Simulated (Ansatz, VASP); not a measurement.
Two plane-wave programs on SiO2

```xyz
6
Lattice="-2.5131 2.5131 3.6859 2.5131 -2.5131 3.6859 2.5131 2.5131 -3.6859" Properties=species:S:1:pos:R:3 pbc="T T T"
Si    0.0000    0.0000    0.0000
Si    0.0000    2.5131    1.8429
O     0.4648    1.2566    0.9215
O     1.2566    2.9780    2.7644
O    -1.2566    2.0483    2.7644
O    -0.4648    3.7697    0.9215
```

Alike in both runs: functional PBE; k mesh 6 × 6 × 6; occupations gaussian, width 0.02 eV; no spin polarisation.

Ansatz relaxed the structure, and its values are those at the end. VASP's run is a single point on that final structure, the one shown.

|  | VASP | Ansatz |
| --- | --- | --- |
| version | VASP 6.6.1 | Ansatz 0.2.0 |
| potentials or method | VASP PAW PBE potentials, release 64 (Si, O), cutoff 520 eV | scalar-relativistic, plane waves, PAW |
| valence electrons in the cell | 32 | 32 |

```tsv
	VASP	Ansatz	Ansatz less VASP
gap on the k mesh at the Fermi level (eV)	5.74	5.74	+0.001
least direct gap on the mesh (eV)	5.74	5.74	+0.001
pressure (GPa)	0.1	0.0	-0.09
rms of the force components (eV/Å)	0.003	0.001	-0.0019
```
